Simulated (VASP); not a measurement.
# TiB6 (P6/mmm) in VASP: notebook

TiB6 is run at these levels: PBE+D3(BJ); tasks: single point, relaxation of cell and atoms.

Program: VASP 6.6.1. These are calculated values, not measurements. Logs are shortened: lines on timing, memory, paths and dates and some standing lists are left out, and cuts for length are marked.

## 1. The cell of the first run

It takes space group P6/mmm (No. 191, hexagonal). Conventional cell: a = 5.392 Å, b = 5.392 Å, c = 2.524 Å, α = 90.00°, β = 90.00°, γ = 120.00°. Within 3.0 Å of Ti (site symmetry 6/mmm) lie 12 B at 2.26 Å and 2 Ti at 2.52 Å. B (site symmetry m2m) has 3 B at 1.65 to 1.87 Å within 2.2 Å.

## 2. Single point, PBE+D3(BJ)

INCAR

```
  PREC = Accurate
  ENCUT = 520
  EDIFF = 1E-6
  ISMEAR = 0
  SIGMA = 0.1
  LREAL = False
  LASPH = True
  NELM = 100
  ALGO = Normal
  ISIF = 2
  LWAVE = False
  LCHARG = False
  GGA = PE
  IVDW = 12
  NBANDS = 24
```

KPOINTS

```
Automatic mesh
0
Gamma
  9 9 14
```

POSCAR

```
TiB6
1.0
    5.3919372878      0.0000000000      0.0000000000
   -2.6959686439      4.6695546668      0.0000000000
    0.0000000000      0.0000000000      2.5242059032
Ti B
1 6
Direct
    0.0000000000      0.0000000000      0.5000000000
    0.3472666241      0.3472666241      0.0000000000
    0.0000000000      0.6527333759      0.0000000000
    0.6527333759      0.0000000000      0.0000000000
    0.0000000000      0.3472666241      0.0000000000
    0.6527333759      0.6527333759      0.0000000000
    0.3472666241      0.0000000000      0.0000000000
```

Potentials or basis: VASP PAW PBE potentials, release 64 (Ti_sv, B).

Launch:

```bash
$ cat potpaw_PBE.64/Ti_sv/POTCAR potpaw_PBE.64/B/POTCAR > POTCAR
$ mpirun -np 1 vasp_std > vasp.out
```

OUTCAR:

```text
PREC = Accurate
   ENCUT = 520
   EDIFF = 1E-6
   ISMEAR = 0
   LREAL = False
   LASPH = True
   NELM = 100
   ISIF = 2
   GGA = PE
   IVDW = 12
 IVDW          = 12

 ion  position               nearest neighbor table
   1  0.000  0.000  0.500-   2 2.26   3 2.26   5 2.26   6 2.26   2 2.26   3 2.26   5 2.26   6 2.26
                             4 2.26   4 2.26   7 2.26   7 2.26
   2  0.347  0.347  0.000-   6 1.65   7 1.87   5 1.87   1 2.26   1 2.26
   3  0.000  0.653  0.000-   5 1.65   7 1.87   6 1.87   1 2.26   1 2.26
   4  0.653  0.000  0.000-   7 1.65   6 1.87   5 1.87   1 2.26   1 2.26
   5  0.000  0.347  0.000-   3 1.65   4 1.87   2 1.87   1 2.26   1 2.26
   6  0.653  0.653  0.000-   2 1.65   4 1.87   3 1.87   1 2.26   1 2.26
   7  0.347  0.000  0.000-   4 1.65   3 1.87   2 1.87   1 2.26   1 2.26

  LATTYP: Found a hexagonal cell.
 ALAT       =     5.3919372878
 C/A-ratio  =     0.4681445218

  Lattice vectors:

 A1 = (   5.3919372878,   0.0000000000,   0.0000000000)
 A2 = (  -2.6959686439,   4.6695546668,   0.0000000000)
 A3 = (   0.0000000000,   0.0000000000,   2.5242059032)

Analysis of symmetry for initial positions (statically):
=====================================================================
 Subroutine PRICEL returns:
 Original cell was already a primitive cell.

 Routine SETGRP: Setting up the symmetry group for a
 hexagonal supercell.

 Subroutine GETGRP returns: Found 24 space group operations
 (whereof 24 operations were pure point group operations)
 out of a pool of 24 trial point group operations.

The static configuration has the point symmetry D_6h.

Analysis of symmetry for dynamics (positions and initial velocities):
=====================================================================
 Subroutine PRICEL returns:
 Original cell was already a primitive cell.

 Routine SETGRP: Setting up the symmetry group for a
 hexagonal supercell.

 Subroutine GETGRP returns: Found 24 space group operations
 (whereof 24 operations were pure point group operations)
 out of a pool of 24 trial point group operations.

The dynamic configuration has the point symmetry D_6h.

 Subroutine INISYM returns: Found 24 space group operations
 (whereof 24 operations are pure point group operations),
 and found     1 'primitive' translations

----------------------------------------------------------------------------------------

                                     Primitive cell

  volume of cell :      63.5543

  direct lattice vectors                    reciprocal lattice vectors
     5.391937288  0.000000000  0.000000000     0.185462098  0.107076592  0.000000000
    -2.695968644  4.669554667  0.000000000     0.000000000  0.214153184  0.000000000
     0.000000000  0.000000000  2.524205903     0.000000000  0.000000000  0.396164195

  length of vectors
     5.391937288  5.391937288  2.524205903     0.214153184  0.214153184  0.396164195

  position of ions in fractional coordinates (direct lattice)
     0.000000000  0.000000000  0.500000000
     0.347266624  0.347266624  0.000000000
     0.000000000  0.652733376  0.000000000
     0.652733376  0.000000000  0.000000000
     0.000000000  0.347266624  0.000000000
     0.652733376  0.652733376  0.000000000
     0.347266624  0.000000000  0.000000000

  ion indices of the primitive-cell ions
   primitive index   ion index
                 1           1
                 2           2
                 3           3
                 4           4
                 5           5
                 6           6
                 7           7

----------------------------------------------------------------------------------------

 KPOINTS: Automatic mesh

Automatic generation of k-mesh.
 Grid dimensions read from file:
 generate k-points for:    9    9   14

 Generating k-lattice:

  Cartesian coordinates                     Fractional coordinates (reciprocal lattice)
     0.020606900  0.011897399  0.000000000     0.111111111  0.000000000  0.000000000
     0.000000000  0.023794798  0.000000000     0.000000000  0.111111111  0.000000000
     0.000000000  0.000000000  0.028297443     0.000000000  0.000000000  0.071428571

  Length of vectors
     0.023794798  0.023794798  0.028297443

  Shift w.r.t. Gamma in fractional coordinates (k-lattice)
     0.000000000  0.000000000  0.000000000

 Subroutine IBZKPT returns following result:
 ===========================================

 Found     96 irreducible k-points:

 Following reciprocal coordinates:
            Coordinates               Weight
  0.000000  0.000000  0.000000      1.000000
  0.111111  0.000000  0.000000      6.000000
  0.222222  0.000000  0.000000      6.000000
  0.333333  0.000000  0.000000      6.000000
  0.444444  0.000000  0.000000      6.000000
  0.111111  0.111111  0.000000      6.000000
[... 16 lines left out ...]
  0.333333  0.222222  0.071429     24.000000
  0.333333  0.333333  0.071429      4.000000
 [... further k-points ...]
   k-points           NKPTS =     96   k-points in BZ     NKDIM =     96   number of bands    NBANDS=     24
   number of dos      NEDOS =    301   number of ions     NIONS =      7
   total plane-waves  NPLWV =  32000
   dimension x,y,z NGX =    40 NGY =   40 NGZ =   20
   dimension x,y,z NGXF=    80 NGYF=   80 NGZF=   40
   ions per type =               1   6
   NGX,Y,Z   is equivalent  to a cutoff of  12.33, 12.33, 13.17 a.u.
   NGXF,Y,Z  is equivalent  to a cutoff of  24.67, 24.67, 26.34 a.u.
 SYSTEM =  unknown system
   PREC   = accura    normal or accurate (medium, high low for compatibility)
   ISTART =      0    job   : 0-new  1-cont  2-samecut
   ICHARG =      2    charge: 1-file 2-atom 10-const
   ISPIN  =      1    spin polarized calculation?
   LNONCOLLINEAR =      F non collinear calculations
   LSORBIT =      F    spin-orbit coupling
   LASPH  =      T    aspherical Exc in radial PAW
   ENCUT  =  520.0 eV  38.22 Ry    6.18 a.u.  10.03 10.03  4.69*2*pi/ulx,y,z
   NELM   =    100;   NELMIN=  2; NELMDL= -5     # of ELM steps
   EDIFF  = 0.1E-05   stopping-criterion for ELM
   LREAL  =      F    real-space projection
   EDIFFG = 0.1E-04   stopping-criterion for IOM
   NSW    =      0    number of steps for IOM
   IBRION =     -1    ionic relax: 0-MD 1-quasi-New 2-CG
   NFREE  =      0    steps in history (QN), initial steepest desc. (CG)
   ISIF   =      2    stress and relaxation
   ISYM   =      2    0-nonsym 1-usesym 2-fastsym
   POTIM  = 0.5000    time-step for ionic-motion
   TEBEG  =    0.0;   TEEND  =   0.0 temperature during run
   PSTRESS=    0.0 pullay stress
   NELECT =      30.0000    total number of electrons
   NUPDOWN=      -1.0000    fix difference up-down
   EMIN   =  10.00;   EMAX   =-10.00  energy-range for DOS
   EFERMI =   0.00;   METHOD = LEGACY
   ISMEAR =     0;   SIGMA  =   0.10  broadening in eV -4-tet -1-fermi 0-gaus
   EFERMI_NEDOS =   21; number of points for ismear=-14 and -15
   IALGO  =     38    algorithm
   IMIX   =      4    mixing-type and parameters
     AMIX     =   0.40;   BMIX     =  1.00
     AMIX_MAG =   1.60;   BMIX_MAG =  1.00
  volume/ion in A,a.u.               =       9.08        61.27
  Fermi-wavevector in a.u.,A,eV,Ry     =   1.274677  2.408791 22.106773  1.624802
  Thomas-Fermi vector in A             =   2.407432
   LORBIT       =      0    0 simple, 1 ext, 2 COOP (PROOUT), +10 PAW based schemes
   GGA     = PE    functional components
   LHFCALC =     F    Hartree Fock is set to
   AEXX    =    0.0000 exact exchange contribution
   IVDW    =    12    specifies the selected vdW correction
   LEPSILON=     F    determine dielectric tensor
   LRPA    =     F    only Hartree local field effects (RPA)
 non-spin polarized calculation
 Gauss-broadening in eV      SIGMA  =   0.10
  energy-cutoff  :      520.00
  volume of cell :       63.55
 maximum number of plane-waves:      1731
   NGX = 21   NGY = 21   NGZ =  9

 number of electron      29.9999997 magnetization

 Free energy of the ion-electron system (eV)
  ---------------------------------------------------
  ext. energy  EPLUGINS =         0.00000000
  ---------------------------------------------------
  free energy    TOTEN  =       -45.73657920 eV

  energy without entropy =      -45.72327279  energy(sigma->0) =      -45.72992599

 E-fermi :   5.5076     XC(G=0): -11.4080

 val. band max:        5.5051715806   @ k =   0.1111   0.1111   0.2857
 cond. band min:       5.5159498637   @ k =   0.1111   0.1111   0.0714
 fundamental gap:      0.0107782831
 Fermi energy:         5.5075627785

 k-point     1 :       0.0000    0.0000    0.0000
  band No.  band energies     occupation
      1     -50.3103      2.00000
      2     -26.7287      2.00000
      3     -26.7287      2.00000
      4     -25.9676      2.00000
      5      -6.7179      2.00000
      6      -2.2287      2.00000
[... 16 lines left out ...]
     23      12.7787      0.00000
     24      12.7787      0.00000

 k-point     2 :       0.1111    0.0000    0.0000
  band No.  band energies     occupation
      1     -50.3103      2.00000
      2     -26.7289      2.00000
      3     -26.7288      2.00000
      4     -25.9676      2.00000
      5      -6.6466      2.00000
      6      -2.6937      2.00000
[... 16 lines left out ...]
     23      12.7577      0.00000
     24      12.8439      0.00000

 k-point     3 :       0.2222    0.0000    0.0000
  band No.  band energies     occupation
      1     -50.3103      2.00000
      2     -26.7291      2.00000
      3     -26.7288      2.00000
      4     -25.9676      2.00000
      5      -6.4349      2.00000
      6      -3.4758      2.00000
[... 16 lines left out ...]
     23      13.0103      0.00000
     24      13.7842      0.00000
[... 514 lines left out ...]
 k-point    23 :       0.3333    0.2222    0.0714
  band No.  band energies     occupation
      1     -50.3002      2.00000
      2     -26.7192      2.00000
      3     -26.7188      2.00000
      4     -26.0378      2.00000
      5      -5.3341      2.00000
      6      -4.6575      2.00000
[... 16 lines left out ...]
     23      13.0017      0.00000
     24      13.3815      0.00000

 k-point    24 :       0.3333    0.3333    0.0714
  band No.  band energies     occupation
      1     -50.3002      2.00000
      2     -26.7190      2.00000
      3     -26.7190      2.00000
      4     -26.0378      2.00000
      5      -5.0029      2.00000
      6      -4.6281      2.00000
[... 16 lines left out ...]
     23      13.1015      0.00000
     24      13.1015      0.00000

 [... further k-points ...]

------------------------ aborting loop because EDIFF is reached ----------------------------------------

 Edisp (eV)   -1.74410

 E8    (eV) :    -0.6534

  FORCE on cell =-STRESS in cart. coord.  units (eV):
  Direction    XX          YY          ZZ          XY          YZ          ZX
  --------------------------------------------------------------------------------------
  -------------------------------------------------------------------------------------
  Total      -0.02880    -0.02880    -0.04284    -0.00000     0.00000    -0.00000
  in kB      -0.72592    -0.72592    -1.08008    -0.00000     0.00000    -0.00000
  external pressure =       -0.84 kB  Pullay stress =        0.00 kB

 VOLUME and BASIS-vectors are now :
 -----------------------------------------------------------------------------
  energy-cutoff  :      520.00
  volume of cell :       63.55
      direct lattice vectors                 reciprocal lattice vectors
     5.391937288  0.000000000  0.000000000     0.185462098  0.107076592  0.000000000
    -2.695968644  4.669554667  0.000000000     0.000000000  0.214153184  0.000000000
     0.000000000  0.000000000  2.524205903     0.000000000  0.000000000  0.396164195

 POSITION                                       TOTAL-FORCE (eV/Angst)
 -----------------------------------------------------------------------------------
      0.00000      0.00000      1.26210        -0.000000      0.000000      0.000000
      0.93622      1.62158      0.00000        -0.003357     -0.005814      0.000000
     -1.75975      3.04797      0.00000        -0.003357      0.005814     -0.000000
      3.51950      0.00000      0.00000         0.006713      0.000000      0.000000
     -0.93622      1.62158      0.00000         0.003357     -0.005814      0.000000
      1.75975      3.04797      0.00000         0.003357      0.005814     -0.000000
      1.87244      0.00000      0.00000        -0.006713     -0.000000      0.000000
 -----------------------------------------------------------------------------------
    total drift:                                0.000000      0.000000      0.000000

  FREE ENERGIE OF THE ION-ELECTRON SYSTEM (eV)
  ---------------------------------------------------
  free  energy   TOTEN  =       -47.4806754409 eV

  energy  without entropy=      -47.4673690243  energy(sigma->0) =      -47.47402223
```

Run time: 1.7 min. Hardware: 1 thread of Intel Xeon Platinum 8488C (Sapphire Rapids), shared host; peak memory 0.26 GiB.

Results:

- Free energy: -47.4807 eV
- Pressure: -0.1 GPa
- Largest force: 0.007 eV/Å
- Band gap on the k mesh: zero (band 15 reaches 8.00 eV, above the bottom of band 16 at 4.42 eV)
- Dispersion energy per atom: -0.249 eV

Forces on the atoms (eV/Å):
```
Ti   0.000  0.000  0.000
B   -0.003 -0.006  0.000
B   -0.003  0.006  0.000
B    0.007  0.000  0.000
B    0.003 -0.006  0.000
B    0.003  0.006  0.000
B   -0.007  0.000  0.000
```

Levels at points of the mesh, in eV from the Fermi level:
```
           k point  band 11  band 12  band 13  band 14  band 15  band 16  band 17  band 18
(0.00, 0.00, 0.00)    -5.12    -1.74    -1.74     0.10     2.50     2.50     3.93     4.59
(0.00, 0.00, 0.50)    -3.01    -2.83    -2.45    -2.45    -0.54    -0.54     1.17     1.17
```

Caveat: pairwise dispersion overbinds metals, which lowers pressure and volume.

(Continued in part 2 of 2.)
